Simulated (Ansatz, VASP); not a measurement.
# Two plane-wave programs on W

INCAR

```
SYSTEM = W
  ALGO = Fast
  EDIFF = 1E-6
  ENCUT = 520
  GGA = PE
  ISIF = 2
  ISMEAR = 0
  LASPH = .True.
  LCHARG = .True.
  LELF = .True.
  LREAL = .False.
  LVHAR = .True.
  LWAVE = .False.
  NBANDS = 13
  NELM = 80
  PREC = Accurate
  SIGMA = 0.15
```

File KPOINTS:

```
k-points
0
Gamma
  26 26 26
  0 0 0
```

The input POSCAR:

```
W
1.0
   -1.6156560122      1.6156560122      1.6395327021
    1.6156560122     -1.6156560122      1.6395327021
    1.6156560122      1.6156560122     -1.6395327021
W
1
Direct
    0.0000000000      0.0000000000      0.0000000000
```

Input for Ansatz:

```yaml
crystal:
  lattice:
    - [-1.6156560122, 1.6156560122, 1.6395327021]
    - [1.6156560122, -1.6156560122, 1.6395327021]
    - [1.6156560122, 1.6156560122, -1.6395327021]
  atoms:
    - { symbol: W, position: [0.0, 0.0, 0.0] }
basis:
  ecutwfc: 420
kpoints:
  mp_grid: { grid: [26, 26, 26] }
hamiltonian:
  xc: pbe
scf:
  occupations: { method: gaussian, width: 0.15 }
output:
  forces: true
  stress: true
  eigenvalues: true
```

Change from the starting cell: strain +0.015 along x and y, +0.030 along z, atoms carried along.

Alike in both runs: task single point; functional PBE; k mesh 26 × 26 × 26; occupations gaussian, width 0.15 eV; no spin polarisation.

```csv
,VASP,Ansatz
version,VASP 6.6.1,Ansatz 0.2.0
potentials or method,"VASP PAW PBE potentials, release 64 (W_sv), cutoff 520 eV","scalar-relativistic, plane waves, PAW"
valence electrons in the cell,14,14
```

Ansatz gave:

| Property | Result |
| --- | --- |
| gap on the k mesh at the Fermi level (eV) | none |
| pressure (GPa) | -15.8 |
| traceless stress, the component that is largest in VASP (GPa) | -2.59 |

Task: What did VASP give for the same quantities?

Result: gap on the k mesh at the Fermi level (eV): none; pressure (GPa): -15.5; traceless stress, the component that is largest in VASP (GPa): -2.59.

A gap of «none» marks a metal or a gap that the smearing closes.

Spin-orbit coupling is off throughout.
